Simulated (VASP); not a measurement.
Set up this calculation in VASP 6.6.1, as the native input.

```yaml
Task: single point
Functional: r2SCAN
Potentials_or_basis: VASP PAW PBE potentials, release 64 (Si, Ge_d)
Cutoff: 520 eV
k_mesh: 6 × 6 × 6
Occupations: gaussian, width 0.01 eV
Spin: no spin polarisation
Dipole_correction: no
Further_INCAR_settings: ALGO = Normal; EDIFF = 1e-06; NBANDS = 31
```

Crystal: SiGe3.

```
CELL_PARAMETERS angstrom
3.96991 0.00000 0.00000
0.00000 3.96991 0.00000
0.00000 0.00000 5.59395
ATOMIC_POSITIONS crystal
Si 0.00000 0.00000 0.00000
Ge 0.00000 0.50000 0.24429
Ge 0.50000 0.50000 0.50000
Ge 0.50000 0.00000 0.75571
```

The input as run:

POSCAR

```
SiGe3
1.0
    3.9699077043      0.0000000000      0.0000000000
    0.0000000000      3.9699077043      0.0000000000
    0.0000000000      0.0000000000      5.5939547066
Si Ge
1 3
Direct
    0.0000000000      0.0000000000      0.0000000000
    0.0000000000      0.5000000000      0.2442925744
    0.5000000000      0.5000000000      0.5000000000
    0.5000000000      0.0000000000      0.7557074256
```

INCAR.step1

```
SYSTEM = SiGe3
PREC = Accurate ; ENCUT = 520
ISMEAR = 0 ; SIGMA = 0.01
LREAL = .False. ; LASPH = .True.
NELM = 60 ; NBANDS = 31
GGA = PE ; ALGO = Normal
EDIFF = 1E-4 ; LWAVE = .True.
LCHARG = .False.
```

INCAR.step2

```
SYSTEM = SiGe3
PREC = Accurate ; ENCUT = 520
EDIFF = 1E-6 ; ISMEAR = 0
SIGMA = 0.01 ; LREAL = .False.
LASPH = .True. ; NELM = 60
ALGO = Normal ; ISIF = 2
LWAVE = .False. ; LCHARG = .True.
METAGGA = R2SCAN ; LMIXTAU = .True.
LELF = .True. ; LVHAR = .True.
NBANDS = 31 ; ISTART = 1
```

KPOINTS

```
Automatic mesh
0
Gamma
  6 6 6
  0 0 0
```

Potentials or basis: VASP PAW PBE potentials, release 64 (Si, Ge_d).

Run with:

```console
$ cat potpaw_PBE.64/Si/POTCAR potpaw_PBE.64/Ge_d/POTCAR > POTCAR
$ cp INCAR.step1 INCAR
$ mpirun -np 1 vasp_std > vasp.out
$ cp INCAR.step2 INCAR
$ mpirun -np 1 vasp_std > vasp.out
```

It gave:

```yaml
Pressure: 0.0 GPa
Largest_force: 0.011 eV/Å
Band_gap_on_the_k_mesh: 0.55 eV (least direct gap 0.90 eV)
```

Caveat: the PAW data sets were made with another functional, which shifts forces and pressure a little.

Run time: 4.8 min on 1 thread of Intel(R) Xeon(R) Platinum 8259CL CPU @ 2.50GHz (Skylake/Cascade Lake) (shared host), peak memory 0.25 GiB.
